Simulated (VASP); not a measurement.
LiSb2P2:

```
CELL_PARAMETERS angstrom
4.42213 0.00000 0.00000
-2.21107 3.82968 0.00000
0.00000 0.00000 7.59987
ATOMIC_POSITIONS crystal
Li 0.00000 0.00000 0.00000
Sb 0.33333 0.66667 0.26217
Sb 0.66667 0.33333 0.73783
P 0.33333 0.66667 0.62930
P 0.66667 0.33333 0.37070
```

The cell was generated, and may not be a known phase.

* Program: VASP 6.6.1
* Task: relaxation of cell and atoms
* Functional: PBE
* Potentials or basis: VASP PAW PBE potentials, release 64 (Li_sv, Sb, P)
* Cutoff: 600 eV
* k mesh: 6 × 6 × 2
* Occupations: gaussian, width 0.1 eV
* Spin: no spin polarisation

At the start: pressure 0.9 GPa; volume 25.74 Å³/atom.

Problem. Where does the relaxation end?

Solution. Over 25 steps the energy falls by 209.8 meV/atom and the volume is 24.20 Å³/atom (-6.0 %); space group P-3m1 (No. 164, to 0.1 Å) before and after.

Step by step:
```csv
step,energy change (eV),largest force (eV/Å),pressure (GPa),volume (Å³)
1,0.0000,0.4887,0.85,128.71
2,-0.1238,0.5141,-0.13,131.22
3,-0.3092,0.6029,-1.76,135.77
4,-0.3882,0.4039,-3.98,143.98
5,-0.4007,0.5081,-3.17,140.44
6,-0.4613,0.5005,-2.95,139.36
7,-0.5417,0.6222,-2.19,136.89
8,-0.5496,0.7293,-1.72,135.68
9,-0.6031,0.6689,-1.36,133.36
10,-0.7122,0.5576,0.04,126.55
11,-0.7011,0.6861,4.71,113.61
12,-0.7441,0.6524,1.59,121.22
13,-0.8189,0.5888,0.72,122.12
14,-0.8559,0.3677,0.14,123.10
15,-0.8568,0.3395,0.06,123.26
16,-0.9015,0.4013,-0.49,124.04
17,-0.9440,0.4930,-1.69,125.67
18,-0.9851,0.3710,-1.03,123.28
19,-1.0039,0.0894,1.42,116.46
20,-1.0169,0.1849,0.37,119.18
21,-1.0295,0.2066,0.38,119.32
22,-1.0341,0.2307,0.43,119.47
23,-1.0437,0.1598,-0.06,120.72
24,-1.0463,0.1019,-0.45,121.78
25,-1.0492,0.0124,-0.04,120.98
```

Final structure:
```yaml
crystal:
  lattice:
    - [4.72332, 0.00000, 0.00000]
    - [-2.36166, 4.09051, 0.00000]
    - [0.00000, 0.00000, 6.26155]
  atoms:
    - { symbol: Li, position: [0.00000, 0.00000, 0.00000] }
    - { symbol: Sb, position: [0.33333, 0.66667, 0.28141] }
    - { symbol: Sb, position: [0.66667, 0.33333, 0.71859] }
    - { symbol: P, position: [0.33333, 0.66667, 0.73530] }
    - { symbol: P, position: [0.66667, 0.33333, 0.26470] }
```

Caveat: the k points lie up to 0.50 Å⁻¹ apart in the final cell, too coarse for converged energies and pressures of a metal; the cutoff is under 1.25 times the usual one of these potentials, so pressure, stress and relaxed cells hold a basis-set (Pulay) error; a cell axis changed by over 15 % at a fixed basis, so the end point is rough; an odd number of electrons without spin polarisation forces a metal; a magnetic or distorted state may lie lower.
